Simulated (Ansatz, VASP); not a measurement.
# Two plane-wave programs on SrTiO3

```
CELL_PARAMETERS angstrom
3.82709 0.00000 0.00000
0.00000 3.82709 0.00000
0.00000 0.00000 3.82709
ATOMIC_POSITIONS crystal
Sr 0.50000 0.50000 0.50000
Ti 0.00000 0.00000 0.00000
O 0.50000 0.00000 0.00000
O 0.00000 0.50000 0.00000
O 0.00000 0.00000 0.50000
```

Alike in both runs: task single point; functional r2SCAN; k mesh 8 × 8 × 8; occupations gaussian, width 0.02 eV; no spin polarisation.

|  | VASP | Ansatz |
| --- | --- | --- |
| version | VASP 6.6.1 | Ansatz 0.2.0 |
| potentials or method | VASP PAW PBE potentials, release 64 (Sr_sv, Ti_sv, O), cutoff 520 eV | scalar-relativistic, plane waves, PAW |
| valence electrons in the cell | 40 | 40 |

```csv
,VASP,Ansatz,Ansatz less VASP
gap on the k mesh at the Fermi level (eV),2.41,2.40,-0.008
least direct gap on the mesh (eV),2.75,2.72,-0.028
pressure (GPa),14.5,13.4,-1.12
```

VASP's potentials were made for PBE, not for r2SCAN.
